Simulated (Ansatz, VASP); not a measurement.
**One calculation of ZnSe, two programs**

```
Zn Se
1.0
     0.00000    2.83212    2.83212
     2.83212    0.00000    2.83212
     2.83212    2.83212    0.00000
Zn Se
1 1
Direct
  0.00000 0.00000 0.00000
  0.25000 0.25000 0.25000
```

Alike in both runs: functional r2SCAN; k mesh 11 × 11 × 11; occupations fermi-dirac, width 0.05 eV; no spin polarisation.

Ansatz relaxed the structure, and its values are those at the end. VASP's run is a single point on that final structure, the one shown.

```csv
,VASP,Ansatz
version,VASP 6.6.1,Ansatz 0.2.0
potentials or method,"VASP PAW PBE potentials, release 64 (Zn, Se)","PAW with Ansatz's default frozen-core files, scalar-relativistic"
plane-wave cutoff (eV),520,500
valence electrons in the cell,18,28
```

```csv
,VASP,Ansatz,Ansatz less VASP
pressure (GPa),0.1,0.0,-0.10
```

VASP's potentials were made for PBE, not for r2SCAN. VASP's potentials hold 18 valence electrons a cell and Ansatz's 28, so a difference there can come from the potentials and not from the codes.
